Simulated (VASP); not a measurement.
# Rh (Fm-3m) in VASP: further runs

Rh is run at these levels: PBEsol; tasks: relaxation of cell and atoms, single point.

Everything below comes from runs of VASP 6.6.1. Logs are shortened: lines on timing, memory, paths and dates and some standing lists are left out, and cuts for length are marked.

### 1 The cell of the first run

Symmetry: Fm-3m, No. 225, cubic system. The conventional cell has a = 3.803 Å, b = 3.803 Å, c = 3.803 Å, α = 90.00°, β = 90.00°, γ = 90.00°. Within 3.5 Å of Rh (site symmetry m-3m) lie 12 Rh at 2.69 Å.

### 2 Relaxation of cell and atoms, PBEsol

INCAR

```
  PREC = Accurate
  ENCUT = 600
  EDIFF = 1E-6
  ISMEAR = 0
  SIGMA = 0.1
  LREAL = False
  LASPH = True
  NELM = 100
  ALGO = Normal
  ISIF = 3
  LWAVE = False
  LCHARG = False
  GGA = PS
  IBRION = 2
  NSW = 100
  EDIFFG = -0.005
```

KPOINTS

```
Automatic mesh
0
Gamma
  18 18 18
```

POSCAR

```
Rh
1.0
    0.0000000000      1.9015500000      1.9015500000
    1.9015500000      0.0000000000      1.9015500000
    1.9015500000      1.9015500000      0.0000000000
Rh
1
Direct
    0.0000000000      0.0000000000      0.0000000000
```

Potentials or basis: VASP PAW PBE potentials, release 64 (Rh_pv).

Started as:

```
> cat potpaw_PBE.64/Rh_pv/POTCAR > POTCAR
> mpirun -np 1 vasp_std > vasp.out
```

OUTCAR:

```text
PREC = Accurate
   ENCUT = 600
   EDIFF = 1E-6
   ISMEAR = 0
   LREAL = False
   LASPH = True
   NELM = 100
   ISIF = 3
   GGA = PS
   IBRION = 2
   NSW = 100
   EDIFFG = -0.005

 ion  position               nearest neighbor table
   1  0.000  0.000  0.000-

  LATTYP: Found a face centered cubic cell.
 ALAT       =     3.8031000000

  Lattice vectors:

 A1 = (   0.0000000000,   1.9015500000,   1.9015500000)
 A2 = (   1.9015500000,   0.0000000000,   1.9015500000)
 A3 = (   1.9015500000,   1.9015500000,   0.0000000000)

Analysis of symmetry for initial positions (statically):
=====================================================================
 Subroutine PRICEL returns:
 Original cell was already a primitive cell.

 Routine SETGRP: Setting up the symmetry group for a
 face centered cubic supercell.

 Subroutine GETGRP returns: Found 48 space group operations
 (whereof 48 operations were pure point group operations)
 out of a pool of 48 trial point group operations.

The static configuration has the point symmetry O_h .

Analysis of symmetry for dynamics (positions and initial velocities):
=====================================================================
 Subroutine PRICEL returns:
 Original cell was already a primitive cell.

 Routine SETGRP: Setting up the symmetry group for a
 face centered cubic supercell.

 Subroutine GETGRP returns: Found 48 space group operations
 (whereof 48 operations were pure point group operations)
 out of a pool of 48 trial point group operations.

The dynamic configuration has the point symmetry O_h .

 Subroutine INISYM returns: Found 48 space group operations
 (whereof 48 operations are pure point group operations),
 and found     1 'primitive' translations

----------------------------------------------------------------------------------------

                                     Primitive cell

  volume of cell :      13.7516

  direct lattice vectors                    reciprocal lattice vectors
     0.000000000  1.901550000  1.901550000    -0.262943388  0.262943388  0.262943388
     1.901550000  0.000000000  1.901550000     0.262943388 -0.262943388  0.262943388
     1.901550000  1.901550000  0.000000000     0.262943388  0.262943388 -0.262943388

  length of vectors
     2.689197800  2.689197800  2.689197800     0.455431308  0.455431308  0.455431308

  position of ions in fractional coordinates (direct lattice)
     0.000000000  0.000000000  0.000000000

  ion indices of the primitive-cell ions
   primitive index   ion index
                 1           1

----------------------------------------------------------------------------------------

 KPOINTS: Automatic mesh

Automatic generation of k-mesh.
 Grid dimensions read from file:
 generate k-points for:   18   18   18

 Generating k-lattice:

  Cartesian coordinates                     Fractional coordinates (reciprocal lattice)
    -0.014607966  0.014607966  0.014607966     0.055555556  0.000000000  0.000000000
     0.014607966 -0.014607966  0.014607966     0.000000000  0.055555556  0.000000000
     0.014607966  0.014607966 -0.014607966     0.000000000  0.000000000  0.055555556

  Length of vectors
     0.025301739  0.025301739  0.025301739

  Shift w.r.t. Gamma in fractional coordinates (k-lattice)
     0.000000000  0.000000000  0.000000000

 Subroutine IBZKPT returns following result:
 ===========================================

 Found    195 irreducible k-points:

 Following reciprocal coordinates:
            Coordinates               Weight
  0.000000  0.000000  0.000000      1.000000
  0.055556  0.000000  0.000000      8.000000
  0.111111  0.000000  0.000000      8.000000
  0.166667  0.000000  0.000000      8.000000
  0.222222  0.000000  0.000000      8.000000
  0.277778  0.000000  0.000000      8.000000
[... 16 lines left out ...]
 -0.277778  0.055556  0.000000     24.000000
 -0.222222  0.055556  0.000000     24.000000
 [... further k-points ...]
   k-points           NKPTS =    195   k-points in BZ     NKDIM =    195   number of bands    NBANDS=     11
   number of dos      NEDOS =    301   number of ions     NIONS =      1
   total plane-waves  NPLWV =  13824
   dimension x,y,z NGX =    24 NGY =   24 NGZ =   24
   dimension x,y,z NGXF=    48 NGYF=   48 NGZF=   48
   ions per type =               1
   NGX,Y,Z   is equivalent  to a cutoff of  14.84, 14.84, 14.84 a.u.
   NGXF,Y,Z  is equivalent  to a cutoff of  29.67, 29.67, 29.67 a.u.
 SYSTEM =  unknown system
   PREC   = accura    normal or accurate (medium, high low for compatibility)
   ISTART =      0    job   : 0-new  1-cont  2-samecut
   ICHARG =      2    charge: 1-file 2-atom 10-const
   ISPIN  =      1    spin polarized calculation?
   LNONCOLLINEAR =      F non collinear calculations
   LSORBIT =      F    spin-orbit coupling
   LASPH  =      T    aspherical Exc in radial PAW
   ENCUT  =  600.0 eV  44.10 Ry    6.64 a.u.   5.37  5.37  5.37*2*pi/ulx,y,z
   NELM   =    100;   NELMIN=  2; NELMDL= -5     # of ELM steps
   EDIFF  = 0.1E-05   stopping-criterion for ELM
   LREAL  =      F    real-space projection
   EDIFFG = -.5E-02   stopping-criterion for IOM
   NSW    =    100    number of steps for IOM
   IBRION =      2    ionic relax: 0-MD 1-quasi-New 2-CG
   NFREE  =      1    steps in history (QN), initial steepest desc. (CG)
   ISIF   =      3    stress and relaxation
   ISYM   =      2    0-nonsym 1-usesym 2-fastsym
   POTIM  = 0.5000    time-step for ionic-motion
   TEBEG  =    0.0;   TEEND  =   0.0 temperature during run
   PSTRESS=    0.0 pullay stress
   NELECT =      15.0000    total number of electrons
   NUPDOWN=      -1.0000    fix difference up-down
   EMIN   =  10.00;   EMAX   =-10.00  energy-range for DOS
   EFERMI =   0.00;   METHOD = LEGACY
   ISMEAR =     0;   SIGMA  =   0.10  broadening in eV -4-tet -1-fermi 0-gaus
   EFERMI_NEDOS =   21; number of points for ismear=-14 and -15
   IALGO  =     38    algorithm
   IMIX   =      4    mixing-type and parameters
     AMIX     =   0.40;   BMIX     =  1.00
     AMIX_MAG =   1.60;   BMIX_MAG =  1.00
  volume/ion in A,a.u.               =      13.75        92.80
  Fermi-wavevector in a.u.,A,eV,Ry     =   1.685211  3.184586 38.639656  2.839935
  Thomas-Fermi vector in A             =   2.768095
   LORBIT       =      0    0 simple, 1 ext, 2 COOP (PROOUT), +10 PAW based schemes
   GGA     = PS    functional components
   LHFCALC =     F    Hartree Fock is set to
   AEXX    =    0.0000 exact exchange contribution
   IVDW    =     0    specifies the selected vdW correction
   LEPSILON=     F    determine dielectric tensor
   LRPA    =     F    only Hartree local field effects (RPA)
 conjugate gradient relaxation of ions
 non-spin polarized calculation
 Gauss-broadening in eV      SIGMA  =   0.10
  energy-cutoff  :      600.00
  volume of cell :       13.75
 maximum number of plane-waves:       473
 NGX is ok and might be reduce to    24
   NGX = 11   NGY = 11   NGZ = 11

--------------------------------------- Ionic step        1  -------------------------------------------

 number of electron      15.0000002 magnetization

 Free energy of the ion-electron system (eV)
  ---------------------------------------------------
  ext. energy  EPLUGINS =         0.00000000
  ---------------------------------------------------
  free energy    TOTEN  =        -8.13752201 eV

  energy without entropy =       -8.13072123  energy(sigma->0) =       -8.13412162

------------------------ aborting loop because EDIFF is reached ----------------------------------------

  FORCE on cell =-STRESS in cart. coord.  units (eV):
  Direction    XX          YY          ZZ          XY          YZ          ZX
  --------------------------------------------------------------------------------------
  -------------------------------------------------------------------------------------
  Total       -0.4601275     -0.4601275     -0.4601275      0.0000000      0.0000000     -0.0000000
  in kB      -53.6087286    -53.6087286    -53.6087286      0.0000000      0.0000000     -0.0000000
  external PRESSURE =     -53.6087286 kB  Pullay stress =       0.0000000 kB
[... 160 lines left out ...]
  energy  without entropy=       -8.1353209189  energy(sigma->0) =       -8.13861506

--------------------------------------- Ionic step        6  -------------------------------------------

 number of electron      15.0000002 magnetization

 Free energy of the ion-electron system (eV)
  ---------------------------------------------------
  ext. energy  EPLUGINS =         0.00000000
  ---------------------------------------------------
  free energy    TOTEN  =        -8.14191181 eV

  energy without entropy =       -8.13532806  energy(sigma->0) =       -8.13861994

 E-fermi :  12.1063     XC(G=0): -14.3388

 val. band max:       12.0995571816   @ k =   0.5000   0.2222   0.1111
 cond. band min:      12.1091314085   @ k =   0.5000   0.3889   0.0556
 fundamental gap:      0.0095742269
 Fermi energy:        12.1062785529

 k-point     1 :       0.0000    0.0000    0.0000
  band No.  band energies     occupation
      1     -34.2735      2.00000
      2     -34.2735      2.00000
      3     -34.2735      2.00000
      4       3.9063      2.00000
      5       8.9101      2.00000
      6       8.9101      2.00000
      7       8.9101      2.00000
      8      11.0845      2.00000
      9      11.0845      2.00000
     10      28.0187      0.00000
     11      32.4042      0.00000
[... 309 lines left out ...]
 k-point    24 :      -0.2222    0.0556    0.0000
  band No.  band energies     occupation
      1     -34.6531      2.00000
      2     -34.3508      2.00000
      3     -34.3166      2.00000
      4       5.7683      2.00000
      5       8.5496      2.00000
      6       9.3153      2.00000
      7       9.3702      2.00000
      8      10.8768      2.00000
      9      11.5826      2.00000
     10      27.6344      0.00000
     11      29.8233      0.00000

 [... further k-points ...]
[... 5 lines left out ...]
  --------------------------------------------------------------------------------------
  -------------------------------------------------------------------------------------
  Total       -0.0003571     -0.0003571     -0.0003571      0.0000000      0.0000000      0.0000000
  in kB       -0.0423985     -0.0423985     -0.0423985      0.0000000      0.0000000      0.0000000
  external PRESSURE =      -0.0423985 kB  Pullay stress =       0.0000000 kB
[... 16 lines left out ...]
  FREE ENERGIE OF THE ION-ELECTRON SYSTEM (eV)
  ---------------------------------------------------
  free  energy   TOTEN  =        -8.1419118144 eV

  energy  without entropy=       -8.1353280625  energy(sigma->0) =       -8.13861994

 reached required accuracy - stopping structural energy minimisation
```

Wall time 31 s (1 thread of Intel Xeon 6975P-C (Granite Rapids), shared host); peak memory 0.17 GiB.

Results:

```
Free energy                            : -8.1419 eV
Relaxed volume                         : 13.50 Å³/atom
Relaxed cell                           : a = 2.672 Å, b = 2.672 Å, c = 2.672 Å, α = 60.00°, β = 60.00°, γ = 60.00°
Space group after relaxing (to 0.05 Å) : Fm-3m (No. 225)
Energy gained by relaxing              : 4.4 meV/atom
Ionic steps                            : 6
Pressure after relaxing                : 0.0 GPa
```

The path:
| step | energy change (eV) | largest force (eV/Å) | pressure (GPa) | volume (Å³) |
| --- | --- | --- | --- | --- |
| 1 | 0.0000 | 0.0000 | -5.36 | 13.75 |
| 2 | 0.0265 | 0.0000 | 16.37 | 12.86 |
| 3 | -0.0044 | 0.0000 | -0.10 | 13.50 |
| 4 | -0.0044 | 0.0000 | 0.06 | 13.49 |
| 5 | -0.0044 | 0.0000 | -0.10 | 13.50 |
| 6 | -0.0044 | 0.0000 | 0.00 | 13.50 |

Final structure:
```
Rh
1.0
     0.00000    1.88968    1.88968
     1.88968    0.00000    1.88968
     1.88968    1.88968    0.00000
Rh
1
Direct
  0.00000 0.00000 0.00000
```

Caveat: the PAW data sets were made with another functional, which shifts forces and pressure a little.

[end of part 1 of 2]
